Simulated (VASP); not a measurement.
# Au (Pm-3m) in VASP: notebook, part 2 of 2

VASP 6.6.1. The steps go on from the part before.

## 3. Relaxation of cell and atoms, PBEsol

This run uses another cell than the first one, of 18.31 Å³/atom, 0.936 times its volume.

Contents of INCAR:

```
ALGO = Normal ; EDIFF = 1E-7
EDIFFG = -0.01 ; ENCUT = 600
GGA = PS ; IBRION = 2
ISIF = 3 ; ISMEAR = -1
LASPH = True ; LCHARG = False
LREAL = False ; LWAVE = False
NELM = 100 ; NSW = 80
PREC = Accurate ; SIGMA = 0.1
```

Contents of KPOINTS:

```
k-points
0
Gamma
  12 12 12
```

Contents of POSCAR:

```
Au
1.0
    2.6358905191      0.0000000000      0.0000000000
    0.0000000000      2.6358905191      0.0000000000
    0.0000000000      0.0000000000      2.6358905191
Au
1
Direct
    0.0000000000      0.0000000000      0.0000000000
```

Potentials or basis: VASP PAW PBE potentials, release 64 (Au).

Started as:

```bash
> cat potpaw_PBE.64/Au/POTCAR > POTCAR
> mpirun -np 1 vasp_std > vasp.out
```

OUTCAR:

```text
EDIFF = 1E-7
   EDIFFG = -0.01
   ENCUT = 600
   GGA = PS
   IBRION = 2
   ISIF = 3
   ISMEAR = -1
   LASPH = True
   LREAL = False
   NELM = 100
   NSW = 80
   PREC = Accurate

 ion  position               nearest neighbor table
   1  0.000  0.000  0.000-

  LATTYP: Found a simple cubic cell.
 ALAT       =     2.6358905191

  Lattice vectors:

 A1 = (   2.6358905191,   0.0000000000,   0.0000000000)
 A2 = (   0.0000000000,   2.6358905191,   0.0000000000)
 A3 = (   0.0000000000,   0.0000000000,   2.6358905191)

Analysis of symmetry for initial positions (statically):
=====================================================================
 Subroutine PRICEL returns:
 Original cell was already a primitive cell.

 Routine SETGRP: Setting up the symmetry group for a
 simple cubic supercell.

 Subroutine GETGRP returns: Found 48 space group operations
 (whereof 48 operations were pure point group operations)
 out of a pool of 48 trial point group operations.

The static configuration has the point symmetry O_h .

Analysis of symmetry for dynamics (positions and initial velocities):
[... 165 lines left out ...]
  -------------------------------------------------------------------------------------
  Total        1.1561249      1.1561249      1.1561249      0.0000000      0.0000000      0.0000000
  in kB      101.1423970    101.1423970    101.1423970      0.0000000      0.0000000      0.0000000
  external PRESSURE =     101.1423970 kB  Pullay stress =       0.0000000 kB
[... 92 lines left out ...]
--------------------------------------- Ionic step        4  -------------------------------------------

 number of electron      11.0000000 magnetization

 Free energy of the ion-electron system (eV)
  ---------------------------------------------------
  ext. energy  EPLUGINS =         0.00000000
  ---------------------------------------------------
  free energy    TOTEN  =        -3.65594833 eV

  energy without entropy =       -3.64399161  energy(sigma->0) =       -3.64996997

 E-fermi :   6.8728     XC(G=0): -11.9650

 val. band max:        6.8384729195   @ k =   0.5000   0.5000   0.5000
 cond. band min:       6.9366188713   @ k =   0.4167   0.1667   0.1667
 fundamental gap:      0.0981459518
 Fermi energy:         6.8727566555

 k-point     1 :       0.0000    0.0000    0.0000
  band No.  band energies     occupation
      1      -1.4300      2.00000
      2       0.8544      2.00000
      3       0.8544      2.00000
      4       5.4927      2.00000
      5       5.4927      2.00000
      6       5.4927      2.00000
      7      21.0363      0.00000
      8      21.0363      0.00000
      9      21.0363      0.00000
[... 265 lines left out ...]
 k-point    24 :       0.4167    0.3333    0.0000
  band No.  band energies     occupation
      1       1.3979      2.00000
      2       1.5528      2.00000
      3       4.1953      2.00000
      4       4.4967      2.00000
      5       4.6814      2.00000
      6       7.4203      0.00835
      7      11.9615      0.00000
      8      16.8640      0.00000
      9      20.9846      0.00000

 [... further k-points ...]
[... 5 lines left out ...]
  --------------------------------------------------------------------------------------
  -------------------------------------------------------------------------------------
  Total       -0.0033072     -0.0033072     -0.0033072      0.0000000      0.0000000     -0.0000000
  in kB       -0.2712653     -0.2712653     -0.2712653      0.0000000      0.0000000     -0.0000000
  external PRESSURE =      -0.2712653 kB  Pullay stress =       0.0000000 kB
[... 16 lines left out ...]
  FREE ENERGIE OF THE ION-ELECTRON SYSTEM (eV)
  ---------------------------------------------------
  free  energy   TOTEN  =        -3.6559483298 eV

  energy  without entropy=       -3.6439916109  energy(sigma->0) =       -3.64996997

 reached required accuracy - stopping structural energy minimisation
```

OSZICAR:

```text
N       E                     dE             d eps       ncg     rms          rms(c)
DAV:   1     0.493876432854E+02    0.49388E+02   -0.63013E+03  1600   0.122E+03
DAV:   2    -0.349628685510E+01   -0.52884E+02   -0.49867E+02  1568   0.214E+02
[... 30 lines left out ...]
   3 F= -.36559263E+01 E0= -.36499599E+01  d E =-.357357E-01
       N       E                     dE             d eps       ncg     rms          rms(c)
DAV:   1    -0.365625524838E+01   -0.32900E-03   -0.57251E-03  1536   0.843E-01    0.111E-01
DAV:   2    -0.365595212143E+01    0.30313E-03   -0.11408E-03  1525   0.320E-01    0.408E-02
DAV:   3    -0.365594695181E+01    0.51696E-05   -0.27169E-05  1588   0.471E-02    0.307E-02
DAV:   4    -0.365594831749E+01   -0.13657E-05   -0.26251E-06  1541   0.125E-02    0.548E-04
DAV:   5    -0.365594832977E+01   -0.12278E-07   -0.40875E-08   978   0.193E-03
   4 F= -.36559483E+01 E0= -.36499700E+01  d E =-.357577E-01
```

CONTCAR:

```text
Au
   1.00000000000000
     2.6931309804952939   -0.0000000000000000    0.0000000000000000
     0.0000000000000000    2.6931309804952939    0.0000000000000000
     0.0000000000000000    0.0000000000000000    2.6931309804952939
  Au
     1
Direct
     0.0000000000000000    0.0000000000000000    0.0000000000000000

  0.00000000E+00  0.00000000E+00  0.00000000E+00
```

Run time: 21 s. Hardware: 1 thread of AMD EPYC 9R45 (Zen 5), shared host; peak memory 0.13 GiB.

What came out:

```
Free energy                            : -3.6559 eV
Relaxed volume                         : 19.53 Å³/atom
Relaxed cell                           : a = 2.693 Å, b = 2.693 Å, c = 2.693 Å, α = 90.00°, β = 90.00°, γ = 90.00°
Space group after relaxing (to 0.05 Å) : Pm-3m (No. 221)
Energy gained by relaxing              : 35.8 meV/atom
Ionic steps                            : 4
Pressure after relaxing                : 0.0 GPa
```

The path:
```tsv
step	energy change (eV)	largest force (eV/Å)	pressure (GPa)	volume (Å³)
1	0.0000	0.0000	10.11	18.31
2	0.0335	0.0000	-9.82	21.55
3	-0.0357	0.0000	-0.22	19.56
4	-0.0358	0.0000	-0.03	19.53
```

Final structure:
```yaml
crystal:
  lattice:
    - [2.69313, 0.00000, 0.00000]
    - [0.00000, 2.69313, 0.00000]
    - [0.00000, 0.00000, 2.69313]
  atoms:
    - { symbol: Au, position: [0.00000, 0.00000, 0.00000] }
```

Levels at points of the mesh, in eV from the Fermi level:
```tsv
k point	band 3	band 4	band 5	band 6	band 7	band 8
(0.00, 0.00, 0.00)	-6.02	-1.38	-1.38	-1.38	14.16	14.16
(0.50, 0.00, 0.00)	-2.98	-2.98	-1.23	-0.73	2.33	16.40
(0.50, 0.50, 0.00)	-2.69	-2.69	-0.14	3.79	3.79	6.97
(0.50, 0.50, 0.50)	-5.23	-0.03	-0.03	8.67	8.67	8.67
```

Caveat: the PAW data sets were made with another functional, which shifts forces and pressure a little; spin-orbit coupling is left out, which moves the levels of the heavy elements.
